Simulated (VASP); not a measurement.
Here is a VASP 6.6.1 calculation.

The input INCAR:

```
SYSTEM = GaN
  PREC = Accurate
  ENCUT = 520
  EDIFF = 1E-6
  ISMEAR = 0
  SIGMA = 0.01
  LREAL = .FALSE.
  LASPH = .TRUE.
  NELM = 80
  ALGO = Normal
  ISIF = 2
  LWAVE = .FALSE.
  LCHARG = .TRUE.
  GGA = CA
  LELF = .TRUE.
  LVHAR = .TRUE.
  NBANDS = 26
```

KPOINTS

```
regular mesh
0
G
  8 8 4
  0 0 0
```

File POSCAR:

```
GaN
1.0
    3.1202964304      0.0000000000      0.0000000000
   -1.5601482152      2.7022559760      0.0000000000
    0.0000000000      0.0000000000      5.1692281812
Ga N
2 2
Direct
    0.3333333333      0.6666666667     -0.0007042242
    0.6666666667      0.3333333333      0.4992957758
    0.3333333333      0.6666666667      0.3757042242
    0.6666666667      0.3333333333      0.8757042242
```

Potentials or basis: VASP PAW LDA potentials, release 64 (Ga_d, N).

Run with:

```console
$ cat potpaw_LDA.64/Ga_d/POTCAR potpaw_LDA.64/N/POTCAR > POTCAR
$ mpirun -np 1 vasp_std > vasp.out
```

**Question.** Predict the band gap on the k mesh.

**Answer.** 2.19 eV, direct.

**Question.** What does it give for the pressure?

**Answer.** 4.2 GPa.

Forces in eV/Å, atoms in the order of the input:
```
Ga   0.000  0.000  0.189
Ga   0.000  0.000  0.189
N    0.000  0.000 -0.189
N    0.000  0.000 -0.189
```

Caveat: the cell differs from its parent crystal (in-plane strain -0.01).
